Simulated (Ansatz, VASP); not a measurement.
# Si: VASP beside Ansatz

```
Si
1.0
     0.00000    0.00000    3.86084
     3.34558   -3.34558   -1.93042
     6.69117    6.69117    0.00000
Si
8
Direct
  0.95542 0.00000 0.17861
  0.46346 0.00000 0.67861
  0.46346 0.00000 0.32139
  0.95542 0.00000 0.82139
  0.81782 0.64278 0.00000
  0.40609 0.64278 0.50000
  0.17504 0.35722 0.00000
  0.76331 0.35722 0.50000
```

Change from the starting cell: mode 4 frozen in at -0.170 Å and mode 7 at -0.157 Å (largest displacements).

Alike in both runs: task single point; functional PBE; k mesh 10 × 10 × 4; occupations gaussian, width 0.05 eV; no spin polarisation.

```csv
,VASP,Ansatz
version,VASP 6.6.1,Ansatz 0.2.0
potentials or method,"VASP PAW PBE potentials, release 64 (Si), cutoff 520 eV","scalar-relativistic, plane waves, PAW"
valence electrons in the cell,32,32
```

Ansatz gave:

| Property | Result |
| --- | --- |
| gap on the k mesh at the Fermi level (eV) | 0.04 |
| least direct gap on the mesh (eV) | 0.71 |
| pressure (GPa) | -0.9 |
| traceless stress, the component that is largest in VASP (GPa) | 0.27 |
| rms of the force components (eV/Å) | 0.308 |

Problem. Estimate VASP's values.

Solution. gap on the k mesh at the Fermi level (eV): 0.04; least direct gap on the mesh (eV): 0.71; pressure (GPa): -0.9; traceless stress, the component that is largest in VASP (GPa): 0.26; rms of the force components (eV/Å): 0.308.

Atom by atom the forces differ by 0.002 eV/Å (rms over components).
